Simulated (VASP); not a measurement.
The system is SnO.

```
Sn O
1.0
     2.73691   -2.73780    0.00000
     2.73691    2.73780    0.00000
     0.00000    0.00000   10.22196
Sn O
4 4
Cartesian
  2.7369 -1.2953 8.8303
  2.7369 1.2953 1.3916
  2.7369 -1.4425 3.7194
  2.7369 1.4425 6.5026
  1.3685 -0.0654 2.5555
  4.1054 0.0654 7.6665
  1.3685 0.0654 7.6665
  4.1054 -0.0654 2.5555
```

```yaml
Program: VASP 6.6.1
Task: relaxation of volume and atoms at fixed shape
Functional: LDA
Potentials_or_basis: VASP PAW LDA potentials, release 64 (Sn_d, O)
Cutoff: 600 eV
k_mesh: 6 × 6 × 2
Occupations: methfessel-paxton, width 0.02 eV
Spin: no spin polarisation
```

At the start: pressure -6.4 GPa; volume 19.15 Å³/atom.

Question: How do energy, volume and symmetry change on relaxing?

Answer: Over 25 steps the energy falls by 36.6 meV/atom and the volume is 17.06 Å³/atom (-10.9 %); space group Cmce (No. 64, to 0.1 Å) before, P4/nmm (No. 129, to 0.1 Å).

The path:
| step | energy change (eV) | largest force (eV/Å) | pressure (GPa) | volume (Å³) |
| --- | --- | --- | --- | --- |
| 1 | 0.0000 | 0.5918 | -6.36 | 153.19 |
| 2 | -0.0309 | 1.6367 | 6.09 | 136.94 |
| 3 | -0.2058 | 0.4958 | -0.63 | 144.36 |
| 4 | -0.2467 | 0.3398 | -0.42 | 142.11 |
| 5 | -0.2835 | 0.0433 | -0.03 | 137.40 |
| 6 | -0.2837 | 0.0351 | -0.03 | 136.97 |
| 7 | -0.2840 | 0.0358 | -0.05 | 136.58 |
| 8 | -0.2830 | 0.0759 | 0.06 | 135.79 |
| 9 | -0.2840 | 0.0378 | -0.02 | 136.42 |
| 10 | -0.2846 | 0.0357 | 0.09 | 136.29 |
| 11 | -0.2859 | 0.0642 | 0.42 | 135.89 |
| 12 | -0.2847 | 0.1676 | 1.12 | 135.09 |
| 13 | -0.2860 | 0.0899 | 0.61 | 135.68 |
| 14 | -0.2861 | 0.0886 | 0.60 | 135.68 |
| 15 | -0.2864 | 0.0850 | 0.58 | 135.69 |
| 16 | -0.2871 | 0.0778 | 0.55 | 135.70 |
| 17 | -0.2882 | 0.0632 | 0.49 | 135.72 |
| 18 | -0.2901 | 0.0343 | 0.36 | 135.76 |
| 19 | -0.2921 | 0.0254 | 0.14 | 135.84 |
| 20 | -0.2923 | 0.0504 | 0.03 | 135.87 |
| 21 | -0.2923 | 0.0475 | 0.05 | 135.87 |
| 22 | -0.2925 | 0.0368 | 0.06 | 135.91 |
| 23 | -0.2927 | 0.0188 | 0.09 | 135.99 |
| 24 | -0.2928 | 0.0176 | 0.14 | 136.15 |
| 25 | -0.2929 | 0.0051 | -0.06 | 136.47 |

Final structure:
```cif
data_structure
_symmetry_space_group_name_H-M 'P 1'
_symmetry_Int_Tables_number 1
_cell_length_a 3.7249
_cell_length_b 3.7249
_cell_length_c 9.8356
_cell_angle_alpha 90.000
_cell_angle_beta 90.000
_cell_angle_gamma 90.019
_cell_volume 136.47
loop_
_atom_site_label
_atom_site_type_symbol
_atom_site_fract_x
_atom_site_fract_y
_atom_site_fract_z
_atom_site_occupancy
Sn1 Sn 0.75059 0.24941 0.86955 1
Sn2 Sn 0.24941 0.75059 0.13045 1
Sn3 Sn 0.74941 0.25059 0.36955 1
Sn4 Sn 0.25059 0.74941 0.63045 1
O1 O 0.24932 0.25068 0.25000 1
O2 O 0.75068 0.74932 0.75000 1
O3 O 0.25068 0.24932 0.75000 1
O4 O 0.74932 0.75068 0.25000 1
```
